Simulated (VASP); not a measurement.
Runs of VASP 6.6.1 on Ce. The structure is that of space group P6_3/mmc (No. 194), or close to it. The cells are those of the table. This isn't the form of Ce at room conditions, which is fcc.

| task | cell | gap on the mesh (eV) | pressure (GPa) |
| --- | --- | --- | --- |
| single point | a = 3.099, b = 3.099, c = 5.747 Å, angles 90.0, 90.0, 120.0°, 2 atoms | none | -3.2 |
| electric field gradients | a = 3.142, b = 3.142, c = 5.827 Å, angles 90.0, 90.0, 120.0°, 2 atoms | none | -4.5 |
| single point | a = 3.226, b = 3.226, c = 5.981 Å, angles 90.0, 90.0, 120.0°, 2 atoms | none | (a) |
| electric field gradients | a = 3.184, b = 3.184, c = 5.905 Å, angles 90.0, 90.0, 120.0°, 2 atoms | none | -5.6 |
| electric field gradients | a = 3.164, b = 3.164, c = 5.866 Å, angles 90.0, 90.0, 120.0°, 2 atoms | none | -5.1 |
| electric field gradients | a = 3.099, b = 3.099, c = 5.747 Å, angles 90.0, 90.0, 120.0°, 2 atoms | none | -3.2 |
| single point | a = 3.184, b = 3.184, c = 5.905 Å, angles 90.0, 90.0, 120.0°, 2 atoms | none | -5.6 |

Alike in all rows: level LDA; potentials or basis VASP PAW LDA potentials, release 64 (Ce); no spin polarisation; k mesh 15 × 15 × 7; cutoff (eV) 520; smearing fermi-dirac 0.05 eV.

Problem. Fill in the values left out.

Solution. (a) -6.4.

Caveats: the cell stands under tension; spin-orbit coupling is left out, which moves the levels of the heavy elements; semilocal functionals describe open f shells poorly, which spoils levels, moments and volumes.

A k mesh can miss the band edges, and the runs leave out spin-orbit coupling on Ce.

A gap of «none» marks levels without a gap at the run's occupations.
